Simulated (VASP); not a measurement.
# Cd (Pm-3m) in VASP: notebook

The runs below take Cd through relaxation of cell and atoms, single point, with PBE.

All numbers are computed with VASP 6.6.1; they aren't measurements. Logs are shortened: lines on timing, memory, paths and dates and some standing lists are left out, and cuts for length are marked.

## Step 1: The cell of the first run

It takes space group Pm-3m (No. 221, cubic). The conventional cell has a = 2.857 Å, b = 2.857 Å, c = 2.857 Å, α = 90.00°, β = 90.00°, γ = 90.00°. Cd (site symmetry m-3m) has 6 Cd at 2.86 Å within 3.8 Å.

## Step 2: Relaxation of cell and atoms, PBE

Input file INCAR:

```
PREC = Accurate ; ENCUT = 600
EDIFF = 1E-6 ; ISMEAR = -1
SIGMA = 0.1 ; LREAL = False
LASPH = True ; NELM = 80
ALGO = Normal ; ISIF = 3
LWAVE = False ; LCHARG = False
GGA = PE ; IBRION = 2
NSW = 80 ; EDIFFG = -0.01
```

Input file KPOINTS:

```
regular mesh
0
Gamma
  11 11 11
```

Input file POSCAR:

```
Cd
1.0
    2.8566758760      0.0000000000      0.0000000000
    0.0000000000      2.8566758760      0.0000000000
    0.0000000000      0.0000000000      2.8566758760
Cd
1
Direct
    0.0000000000      0.0000000000      0.0000000000
```

Potentials or basis: VASP PAW PBE potentials, release 64 (Cd).

The run is started by

```sh
> cat potpaw_PBE.64/Cd/POTCAR > POTCAR
> mpirun -np 1 vasp_std > vasp.out
```

OUTCAR:

```text
PREC = Accurate
   ENCUT = 600
   EDIFF = 1E-6
   ISMEAR = -1
   LREAL = False
   LASPH = True
   NELM = 80
   ISIF = 3
   GGA = PE
   IBRION = 2
   NSW = 80
   EDIFFG = -0.01

 ion  position               nearest neighbor table
   1  0.000  0.000  0.000-

  LATTYP: Found a simple cubic cell.
 ALAT       =     2.8566758760

  Lattice vectors:

 A1 = (   2.8566758760,   0.0000000000,   0.0000000000)
 A2 = (   0.0000000000,   2.8566758760,   0.0000000000)
 A3 = (   0.0000000000,   0.0000000000,   2.8566758760)

Analysis of symmetry for initial positions (statically):
=====================================================================
 Subroutine PRICEL returns:
 Original cell was already a primitive cell.

 Routine SETGRP: Setting up the symmetry group for a
 simple cubic supercell.

 Subroutine GETGRP returns: Found 48 space group operations
 (whereof 48 operations were pure point group operations)
 out of a pool of 48 trial point group operations.

The static configuration has the point symmetry O_h .

Analysis of symmetry for dynamics (positions and initial velocities):
=====================================================================
 Subroutine PRICEL returns:
 Original cell was already a primitive cell.

 Routine SETGRP: Setting up the symmetry group for a
 simple cubic supercell.

 Subroutine GETGRP returns: Found 48 space group operations
 (whereof 48 operations were pure point group operations)
 out of a pool of 48 trial point group operations.

The dynamic configuration has the point symmetry O_h .

 Subroutine INISYM returns: Found 48 space group operations
 (whereof 48 operations are pure point group operations),
 and found     1 'primitive' translations

----------------------------------------------------------------------------------------

                                     Primitive cell

  volume of cell :      23.3122

  direct lattice vectors                    reciprocal lattice vectors
     2.856675876  0.000000000  0.000000000     0.350057215  0.000000000  0.000000000
     0.000000000  2.856675876  0.000000000     0.000000000  0.350057215  0.000000000
     0.000000000  0.000000000  2.856675876     0.000000000  0.000000000  0.350057215

  length of vectors
     2.856675876  2.856675876  2.856675876     0.350057215  0.350057215  0.350057215

  position of ions in fractional coordinates (direct lattice)
     0.000000000  0.000000000  0.000000000

  ion indices of the primitive-cell ions
   primitive index   ion index
                 1           1

[... 59 lines left out ...]
   NGX,Y,Z   is equivalent  to a cutoff of  13.97, 13.97, 13.97 a.u.
   NGXF,Y,Z  is equivalent  to a cutoff of  27.93, 27.93, 27.93 a.u.
 SYSTEM =  unknown system
   PREC   = accura    normal or accurate (medium, high low for compatibility)
   ISTART =      0    job   : 0-new  1-cont  2-samecut
   ICHARG =      2    charge: 1-file 2-atom 10-const
   ISPIN  =      1    spin polarized calculation?
   LNONCOLLINEAR =      F non collinear calculations
   LSORBIT =      F    spin-orbit coupling
   LASPH  =      T    aspherical Exc in radial PAW
   ENCUT  =  600.0 eV  44.10 Ry    6.64 a.u.   5.71  5.71  5.71*2*pi/ulx,y,z
   NELM   =     80;   NELMIN=  2; NELMDL= -5     # of ELM steps
   EDIFF  = 0.1E-05   stopping-criterion for ELM
   LREAL  =      F    real-space projection
   EDIFFG = -.1E-01   stopping-criterion for IOM
   NSW    =     80    number of steps for IOM
   IBRION =      2    ionic relax: 0-MD 1-quasi-New 2-CG
   NFREE  =      1    steps in history (QN), initial steepest desc. (CG)
   ISIF   =      3    stress and relaxation
   ISYM   =      2    0-nonsym 1-usesym 2-fastsym
   POTIM  = 0.5000    time-step for ionic-motion
   TEBEG  =    0.0;   TEEND  =   0.0 temperature during run
   PSTRESS=    0.0 pullay stress
   NELECT =      12.0000    total number of electrons
   NUPDOWN=      -1.0000    fix difference up-down
   EMIN   =  10.00;   EMAX   =-10.00  energy-range for DOS
   EFERMI =   0.00;   METHOD = LEGACY
   ISMEAR =    -1;   SIGMA  =   0.10  broadening in eV -4-tet -1-fermi 0-gaus
   EFERMI_NEDOS =   21; number of points for ismear=-14 and -15
   IALGO  =     38    algorithm
   IMIX   =      4    mixing-type and parameters
     AMIX     =   0.40;   BMIX     =  1.00
     AMIX_MAG =   1.60;   BMIX_MAG =  1.00
  volume/ion in A,a.u.               =      23.31       157.32
  Fermi-wavevector in a.u.,A,eV,Ry     =   1.312021  2.479361 23.421074  1.721400
  Thomas-Fermi vector in A             =   2.442443
   LORBIT       =      0    0 simple, 1 ext, 2 COOP (PROOUT), +10 PAW based schemes
   GGA     = PE    functional components
   LHFCALC =     F    Hartree Fock is set to
   AEXX    =    0.0000 exact exchange contribution
   IVDW    =     0    specifies the selected vdW correction
   LEPSILON=     F    determine dielectric tensor
   LRPA    =     F    only Hartree local field effects (RPA)
 conjugate gradient relaxation of ions
 non-spin polarized calculation
  energy-cutoff  :      600.00
  volume of cell :       23.31
 maximum number of plane-waves:       792
 NGX is ok and might be reduce to    24
   NGX = 11   NGY = 11   NGZ = 11

--------------------------------------- Ionic step        1  -------------------------------------------

 number of electron      12.0000001 magnetization

 Free energy of the ion-electron system (eV)
  ---------------------------------------------------
  ext. energy  EPLUGINS =         0.00000000
  ---------------------------------------------------
  free energy    TOTEN  =        -0.56477868 eV

  energy without entropy =       -0.55216836  energy(sigma->0) =       -0.55847352

 E-fermi :   2.3248     XC(G=0): -10.5547

 val. band max:        2.2511134356   @ k =   0.3636   0.3636   0.3636
 cond. band min:       2.3832173155   @ k =   0.4545   0.2727   0.0909
 fundamental gap:      0.1321038798
 Fermi energy:         2.3248136494

 k-point     1 :       0.0000    0.0000    0.0000
  band No.  band energies     occupation
      1      -7.6699      2.00000
      2      -7.6699      2.00000
      3      -6.0041      2.00000
      4      -5.9255      2.00000
      5      -5.9255      2.00000
      6      -5.9255      2.00000
      7      12.9198      0.00000
      8      12.9198      0.00000
      9      12.9198      0.00000
     10      16.7319      0.00000
[... 368 lines left out ...]
--------------------------------------- Ionic step        3  -------------------------------------------

 number of electron      12.0000010 magnetization

 Free energy of the ion-electron system (eV)
  ---------------------------------------------------
  ext. energy  EPLUGINS =         0.00000000
  ---------------------------------------------------
  free energy    TOTEN  =        -0.63012452 eV

  energy without entropy =       -0.61434709  energy(sigma->0) =       -0.62223580

 E-fermi :   1.4452     XC(G=0):  -9.8198

 val. band max:        1.4058685079   @ k =   0.4545   0.2727   0.0000
 cond. band min:       1.5245972629   @ k =   0.4545   0.4545   0.0000
 fundamental gap:      0.1187287550
 Fermi energy:         1.4452222734

 k-point     1 :       0.0000    0.0000    0.0000
  band No.  band energies     occupation
      1      -8.0328      2.00000
      2      -8.0328      2.00000
      3      -6.7416      2.00000
      4      -6.7416      2.00000
      5      -6.7416      2.00000
      6      -5.9775      2.00000
      7      11.1222      0.00000
      8      11.1222      0.00000
      9      11.1222      0.00000
     10      14.5695      0.00000
[... 327 lines left out ...]
  FREE ENERGIE OF THE ION-ELECTRON SYSTEM (eV)
  ---------------------------------------------------
  free  energy   TOTEN  =        -0.6301245210 eV

  energy  without entropy=       -0.6143470853  energy(sigma->0) =       -0.62223580

 reached required accuracy - stopping structural energy minimisation
```

CONTCAR:

```text
Cd
   1.00000000000000
     2.9995968084064102    0.0000000000000000    0.0000000000000000
     0.0000000000000000    2.9995968084064102    0.0000000000000000
    -0.0000000000000001   -0.0000000000000000    2.9995968084064102
  Cd
     1
Direct
     0.0000000000000000    0.0000000000000000    0.0000000000000000

  0.00000000E+00  0.00000000E+00  0.00000000E+00
```

Run time: 12 s. Hardware: 1 thread of AMD EPYC 9R45 (Zen 5), shared host; peak memory 0.12 GiB.

What came out:

```yaml
Free_energy: -0.6301 eV
Relaxed_volume: 26.99 Å³/atom
Relaxed_cell: a = 3.000 Å, b = 3.000 Å, c = 3.000 Å, α = 90.00°, β = 90.00°, γ = 90.00°
Space_group_after_relaxing_to_0.05_Å: Pm-3m (No. 221)
Energy_gained_by_relaxing: 65.3 meV/atom
Ionic_steps: 3
Pressure_after_relaxing: 0.0 GPa
Band_gap_on_the_k_mesh: zero (band 6 reaches 4.83 eV, above the bottom of band 7 at 0.06 eV)
```

The path:
```csv
step,energy change (eV),largest force (eV/Å),pressure (GPa),volume (Å³)
1,0.0000,0.0000,6.76,23.31
2,-0.0652,0.0000,0.20,26.79
3,-0.0653,0.0000,0.01,26.99
```

Final structure:
```
CELL_PARAMETERS angstrom
2.99960 0.00000 0.00000
0.00000 2.99960 0.00000
0.00000 0.00000 2.99960
ATOMIC_POSITIONS crystal
Cd 0.00000 0.00000 0.00000
```

Caveat: the volume moved by over 15 % at a fixed basis, so the end points are rough.

## Step 3: Single point, PBE (volume scaled by 0.92)

Input file INCAR:

```
  PREC = Accurate
  ENCUT = 520
  EDIFF = 1E-7
  ISMEAR = -1
  SIGMA = 0.1
  LREAL = F
  LASPH = T
  NELM = 100
  ALGO = Normal
  ISIF = 2
  LWAVE = F
  LCHARG = T
  GGA = PE
  LELF = T
  LVHAR = T
  NBANDS = 12
```

Input file KPOINTS:

```
regular mesh
0
Gamma
  17 17 17
```

Input file POSCAR:

```
Cd
1.0
    2.9123102282      0.0000000000      0.0000000000
    0.0000000000      2.9123102282      0.0000000000
    0.0000000000      0.0000000000      2.9123102282
Cd
1
Direct
    0.0000000000      0.0000000000      0.0000000000
```

Potentials or basis: VASP PAW PBE potentials, release 64 (Cd).

The run is started by

```sh
> cat potpaw_PBE.64/Cd/POTCAR > POTCAR
> mpirun -np 1 vasp_std > vasp.out
```

Wall time 14 s (1 thread of AMD EPYC 9R45 (Zen 5), shared host); peak memory 0.14 GiB.

Results (log left out):

- Free energy: -0.6033 eV
- Pressure: 3.7 GPa
- Band gap on the k mesh: zero (band 6 reaches 6.17 eV, above the bottom of band 7 at 0.10 eV)

Levels at points of the mesh, in eV from the Fermi level:
| k point | band 2 | band 3 | band 4 | band 5 | band 6 | band 7 | band 8 | band 9 | band 10 | band 11 |
| --- | --- | --- | --- | --- | --- | --- | --- | --- | --- | --- |
| (0.00, 0.00, 0.00) | -9.72 | -8.17 | -8.17 | -8.17 | -7.90 | 10.28 | 10.28 | 10.28 | 13.94 | 13.94 |

Caveat: the cell differs from its parent crystal (volume scaled by 0.92).

## Step 4: Single point, PBE (volume scaled by 0.96)

Input file INCAR:

```
SYSTEM = Cd
PREC     = Accurate       ! precision mode
ENCUT    = 520            ! plane-wave cutoff, eV
EDIFF    = 1E-7           ! SCF threshold, eV
ISMEAR   = -1             ! smearing method
SIGMA    = 0.1            ! smearing width, eV
LREAL    = .FALSE.        ! projectors in reciprocal space
LASPH    = .TRUE.         ! aspherical terms in the spheres
NELM     = 60             ! most SCF steps
ALGO     = Normal         ! electronic algorithm
ISIF     = 2              ! what is computed and relaxed
LWAVE    = .FALSE.        ! write WAVECAR
LCHARG   = .FALSE.        ! write CHGCAR
GGA      = PE             ! functional
NBANDS   = 12             ! bands
```

Input file KPOINTS:

```
regular mesh
0
G
  17 17 17
  0 0 0
```

Input file POSCAR:

```
Cd
1.0
    2.9539202818      0.0000000000      0.0000000000
    0.0000000000      2.9539202818      0.0000000000
    0.0000000000      0.0000000000      2.9539202818
Cd
1
Direct
    0.0000000000      0.0000000000      0.0000000000
```

The run is started by

```sh
> cat potpaw_PBE.64/Cd/POTCAR > POTCAR
> mpirun -np 1 vasp_std > vasp.out
```

Wall time 15 s (1 thread of AMD EPYC 9R45 (Zen 5), shared host); peak memory 0.14 GiB.

It converged, with:

```
Free energy            : -0.6212 eV
Pressure               : 1.8 GPa
Band gap on the k mesh : zero (band 6 reaches 5.77 eV, above the bottom of band 7 at -0.08 eV)
```

Levels at points of the mesh, in eV from the Fermi level:
| k point | band 2 | band 3 | band 4 | band 5 | band 6 | band 7 | band 8 | band 9 | band 10 | band 11 |
| --- | --- | --- | --- | --- | --- | --- | --- | --- | --- | --- |
| (0.00, 0.00, 0.00) | -9.57 | -8.15 | -8.15 | -8.15 | -7.64 | 10.01 | 10.01 | 10.01 | 13.57 | 13.57 |

Caveat: the cell differs from its parent crystal (volume scaled by 0.96).

## Step 5: Single point, PBE

This run uses another cell than the first one, of 26.85 Å³/atom, 1.152 times its volume.

Input file INCAR:

```
PREC = Accurate
ENCUT = 520
EDIFF = 1E-6
ISMEAR = -1
SIGMA = 0.1
LREAL = False
LASPH = True
NELM = 80
ALGO = Normal
ISIF = 2
LWAVE = False
LCHARG = True
GGA = PE
LELF = True
LVHAR = True
NBANDS = 12
```

Input file KPOINTS:

```
Automatic mesh
0
Gamma
  17 17 17
```

Input file POSCAR:

```
Cd
1.0
    2.9943899721      0.0000000000      0.0000000000
    0.0000000000      2.9943899721      0.0000000000
    0.0000000000      0.0000000000      2.9943899721
Cd
1
Direct
    0.0000000000      0.0000000000      0.0000000000
```

Potentials or basis: VASP PAW PBE potentials, release 64 (Cd).

The run is started by

```sh
> cat potpaw_PBE.64/Cd/POTCAR > POTCAR
> mpirun -np 1 vasp_std > vasp.out
```

OUTCAR:

```text
PREC = Accurate
   ENCUT = 520
   EDIFF = 1E-6
   ISMEAR = -1
   LREAL = False
   LASPH = True
   NELM = 80
   ISIF = 2
   GGA = PE

 ion  position               nearest neighbor table
   1  0.000  0.000  0.000-

  LATTYP: Found a simple cubic cell.
 ALAT       =     2.9943899721

  Lattice vectors:

 A1 = (   2.9943899721,   0.0000000000,   0.0000000000)
 A2 = (   0.0000000000,   2.9943899721,   0.0000000000)
 A3 = (   0.0000000000,   0.0000000000,   2.9943899721)

Analysis of symmetry for initial positions (statically):
=====================================================================
 Subroutine PRICEL returns:
 Original cell was already a primitive cell.

 Routine SETGRP: Setting up the symmetry group for a
 simple cubic supercell.

 Subroutine GETGRP returns: Found 48 space group operations
 (whereof 48 operations were pure point group operations)
 out of a pool of 48 trial point group operations.

The static configuration has the point symmetry O_h .

Analysis of symmetry for dynamics (positions and initial velocities):
[... 158 lines left out ...]

 val. band max:        1.4000960338   @ k =   0.4706   0.4118   0.1176
 cond. band min:       1.4365472913   @ k =   0.4706   0.2941   0.0588
 fundamental gap:      0.0364512576
 Fermi energy:         1.4245903297

 k-point     1 :       0.0000    0.0000    0.0000
  band No.  band energies     occupation
      1      -8.0144      2.00000
      2      -8.0144      2.00000
      3      -6.7090      2.00000
      4      -6.7090      2.00000
      5      -6.7090      2.00000
      6      -5.9766      2.00000
      7      11.1843      0.00000
      8      11.1843      0.00000
      9      11.1843      0.00000
     10      14.6442      0.00000
     11      14.6442      0.00000
     12      15.4205      0.00000
[... 331 lines left out ...]
 k-point    24 :       0.4706    0.1176    0.0000
  band No.  band energies     occupation
      1      -7.8334      2.00000
      2      -7.2853      2.00000
      3      -7.1976      2.00000
      4      -7.0837      2.00000
      5      -6.7239      2.00000
      6      -1.3803      2.00000
      7       0.0507      2.00000
      8      12.4692      0.00000
      9      14.0202      0.00000
     10      15.2005      0.00000
     11      16.3641      0.00000
     12      18.9426      0.00000

 [... further k-points ...]
[... 5 lines left out ...]
  --------------------------------------------------------------------------------------
  -------------------------------------------------------------------------------------
  Total        0.0527071      0.0527071      0.0527071      0.0000000      0.0000000     -0.0000000
  in kB        3.1452437      3.1452437      3.1452437      0.0000000      0.0000000     -0.0000000
  external PRESSURE =       3.1452437 kB  Pullay stress =       0.0000000 kB

 VOLUME and BASIS-vectors are now :
 -----------------------------------------------------------------------------
  energy-cutoff  :      520.00
  volume of cell :       26.85
      direct lattice vectors                 reciprocal lattice vectors
     2.994389972  0.000000000  0.000000000     0.333957838  0.000000000  0.000000000
     0.000000000  2.994389972  0.000000000     0.000000000  0.333957838  0.000000000
     0.000000000  0.000000000  2.994389972     0.000000000  0.000000000  0.333957838

 POSITION                                       TOTAL-FORCE (eV/Angst)
 -----------------------------------------------------------------------------------
      0.00000      0.00000      0.00000         0.000000      0.000000      0.000000
 -----------------------------------------------------------------------------------
    total drift:                               -0.000000      0.000000     -0.000000

  FREE ENERGIE OF THE ION-ELECTRON SYSTEM (eV)
  ---------------------------------------------------
  free  energy   TOTEN  =        -0.6279506566 eV

  energy  without entropy=       -0.6140269190  energy(sigma->0) =       -0.62098879
```

stdout:

```text
POSCAR found type information on POSCAR Cd
 POSCAR found :  1 types and       1 ions
 scaLAPACK will be used
 LDA part: xc-table for (Slater+PW92), standard interpolation
 POSCAR, INCAR and KPOINTS ok, starting setup
 FFT: planning ... GRIDC
 FFT: planning ... GRID_SOFT
 FFT: planning ... GRID
 WAVECAR not read
 entering main loop
```

It took 14 s on 1 thread of AMD EPYC 9R45 (Zen 5), shared host; peak memory 0.14 GiB.

Results:

- Free energy: -0.6280 eV
- Pressure: 0.3 GPa
- Band gap on the k mesh: zero (band 6 reaches 5.41 eV, above the bottom of band 7 at -0.23 eV)

## Step 6: Single point, PBE (volume scaled by 1.04)

Input file INCAR:

```
SYSTEM = Cd
  ALGO = Normal
  EDIFF = 1E-6
  ENCUT = 520
  GGA = PE
  ISIF = 2
  ISMEAR = -1
  LASPH = .TRUE.
  LCHARG = .FALSE.
  LREAL = .FALSE.
  LWAVE = .FALSE.
  NBANDS = 12
  NELM = 80
  PREC = Accurate
  SIGMA = 0.1
```

Input file KPOINTS:

```
k-points
0
G
  17 17 17
  0 0 0
```

Input file POSCAR:

```
Cd
1.0
    3.0337943589      0.0000000000      0.0000000000
    0.0000000000      3.0337943589      0.0000000000
    0.0000000000      0.0000000000      3.0337943589
Cd
1
Direct
    0.0000000000      0.0000000000      0.0000000000
```

Potentials or basis: VASP PAW PBE potentials, release 64 (Cd).

The run is started by

```sh
> cat potpaw_PBE.64/Cd/POTCAR > POTCAR
> mpirun -np 1 vasp_std > vasp.out
```

Run time: 14 s. Hardware: 1 thread of AMD EPYC 9R45 (Zen 5), shared host; peak memory 0.15 GiB.

Results (log left out):

| Property | Result |
| --- | --- |
| Free energy | -0.6262 eV |
| Pressure | -0.8 GPa |
| Band gap on the k mesh | zero (band 6 reaches 5.07 eV, above the bottom of band 7 at -0.35 eV) |

Levels at points of the mesh, in eV from the Fermi level:
| k point | band 3 | band 4 | band 5 | band 6 | band 7 | band 8 | band 9 | band 10 |
| --- | --- | --- | --- | --- | --- | --- | --- | --- |
| (0.00, 0.00, 0.00) | -8.13 | -8.13 | -8.13 | -7.18 | 9.52 | 9.52 | 9.52 | 12.89 |

Caveat: the cell differs from its parent crystal (volume scaled by 1.04).

## Step 7: Overview

```csv
task,cell,k mesh,cutoff (eV),gap on the mesh (eV),pressure (GPa)
relaxation of cell and atoms,"relaxed from a = 2.857 Å, 1 atom",11 × 11 × 11,600,none,0.0
single point,"a = 2.912 Å, 1 atom",17 × 17 × 17,520,none,3.7
single point,"a = 2.954 Å, 1 atom",17 × 17 × 17,520,none,1.8
single point,"a = 2.994 Å, 1 atom",17 × 17 × 17,520,none,0.3
single point,"a = 3.034 Å, 1 atom",17 × 17 × 17,520,none,-0.8
```

Alike in all rows: level PBE; potentials or basis VASP PAW PBE potentials, release 64 (Cd); no spin polarisation; smearing fermi-dirac 0.1 eV.

Caveats: the volume moved by over 15 % at a fixed basis, so the end points are rough (some runs).

Absolute energies hang on the potentials; compare differences alone.
